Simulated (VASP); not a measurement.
A run of VASP 6.6.1 is set up as follows.

File INCAR:

```
PREC = Accurate
ENCUT = 520
EDIFF = 1E-6
ISMEAR = 0
SIGMA = 0.1
LREAL = F
LASPH = T
NELM = 150
ALGO = Fast
ISIF = 2
LWAVE = F
LCHARG = T
ISPIN = 2
MAGMOM = 0 1 0 0 0
LORBIT = 11
LMAXMIX = 4
GGA = PE
LELF = T
LVHAR = T
NBANDS = 32
```

Contents of KPOINTS:

```
Automatic mesh
0
Gamma
  4 4 4
```

The input POSCAR:

```
CsRuSe3
1.0
    5.1898892600      0.0000000000      0.0000000000
    0.0000000000      5.1898892600      0.0000000000
    0.0000000000      0.0000000000      5.1898892600
Cs Ru Se
1 1 3
Direct
    0.5000000000      0.5000000000      0.5000000000
    0.0000000000      0.0000000000      0.0000000000
    0.5000000000      0.0000000000      0.0000000000
    0.0000000000      0.5000000000      0.0000000000
    0.0000000000      0.0000000000      0.5000000000
```

Potentials or basis: VASP PAW PBE potentials, release 64 (Cs_sv, Ru_pv, Se).

Run with:

```bash
$ cat potpaw_PBE.64/Cs_sv/POTCAR potpaw_PBE.64/Ru_pv/POTCAR potpaw_PBE.64/Se/POTCAR > POTCAR
$ mpirun -np 1 vasp_std > vasp.out
```

Q: Estimate the site moments.

A: Cs +0.03; Ru +1.86; Se +0.29 μB.

Q: Predict the net moment.

A: 3.41 μB per cell.

Q: What does it give for the pressure?

A: -1.8 GPa.
